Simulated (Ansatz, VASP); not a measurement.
**One calculation of Al2BiBr, two programs**

```
Al Bi Br
1.0
     4.73315    0.00000    0.00000
     0.00000    4.73315    0.00000
     0.00000    0.00000    6.52607
Al Bi Br
2 1 1
Direct
  0.50000 0.00000 0.74362
  0.00000 0.50000 0.25638
  0.00000 0.00000 0.50000
  0.50000 0.50000 0.00000
```

Change from the starting cell: species swapped into the Mg2SeS type (P-4m2, No. 115).

Alike in both runs: task relaxation of cell and atoms; functional PBE; k mesh 10 × 10 × 8; occupations gaussian, width 0.1 eV; no spin polarisation.

|  | VASP | Ansatz |
| --- | --- | --- |
| version | VASP 6.6.1 | Ansatz 0.2.0 |
| potentials or method | VASP PAW PBE potentials, release 64 (Al, Bi_d, Br), cutoff 600 eV | scalar-relativistic, plane waves, PAW |
| valence electrons in the cell | 28 | 28 |

Ansatz gave:

```
gap on the k mesh at the Fermi level, each at its own relaxed structure (eV) : none
relaxed volume (Å³/atom)                                                     : 36.27
relaxed cell length with the largest relative difference (Å)                 : 6.612
```

Which values does VASP return?

gap on the k mesh at the Fermi level, each at its own relaxed structure (eV): none; relaxed volume (Å³/atom): 36.22; relaxed cell length with the largest relative difference (Å): 6.545.

A gap of «none» marks a metal or a gap that the smearing closes.

Neither program's run includes spin-orbit coupling.
